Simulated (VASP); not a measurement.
Set up this calculation in VASP 6.6.1, as the native input.

```
Task                   : single point
Functional             : PBEsol
Potentials or basis    : VASP PAW PBE potentials, release 64 (Ba_sv, Cu_sv_GW)
Cutoff                 : 820 eV
k mesh                 : 8 × 8 × 8
Occupations            : gaussian, width 0.05 eV
Spin                   : no spin polarisation
Dipole correction      : no
Further INCAR settings : ALGO = Normal; EDIFF = 1e-06; NBANDS = 42
```

The structure of BaCu3 lies in POSCAR:

```
BaCu3
1.0
    4.3741598387      0.0000000000      0.0000000000
    0.0000000000      4.3741598387      0.0000000000
    0.0000000000      0.0000000000      4.3741598387
Ba Cu
1 3
Direct
    0.0000000000      0.0000000000      0.0000000000
    0.0000000000      0.5000000000      0.5000000000
    0.5000000000      0.5000000000      0.0000000000
    0.5000000000      0.0000000000      0.5000000000
```

One way to write it, as run:

INCAR

```
SYSTEM = BaCu3
ALGO = Normal
EDIFF = 1E-6
ENCUT = 820
GGA = PS
GGA_COMPAT = .FALSE.
ISIF = 2
ISMEAR = 0
LASPH = .TRUE.
LCHARG = .TRUE.
LELF = .TRUE.
LREAL = .FALSE.
LVHAR = .TRUE.
LWAVE = .FALSE.
NBANDS = 42
NELM = 120
PREC = Accurate
SIGMA = 0.05
```

KPOINTS

```
k-points
0
G
  8 8 8
  0 0 0
```

Potentials or basis: VASP PAW PBE potentials, release 64 (Ba_sv, Cu_sv_GW).

The run is started by

```bash
$ cat potpaw_PBE.64/Ba_sv/POTCAR potpaw_PBE.64/Cu_sv_GW/POTCAR > POTCAR
$ mpirun -np 1 vasp_std > vasp.out
```

Results of the run:

The pressure is -1.3 GPa and the band gap on the k mesh is zero (an odd number of electrons rules out a gap without spin polarisation).

Caveat: the PAW data sets were made with another functional, which shifts forces and pressure a little; spin-orbit coupling is left out, which moves the levels of the heavy elements.

Run time: 5.8 min on 1 thread of Intel(R) Xeon(R) Platinum 8375C CPU @ 2.90GHz (Ice Lake) (shared host), peak memory 0.41 GiB.
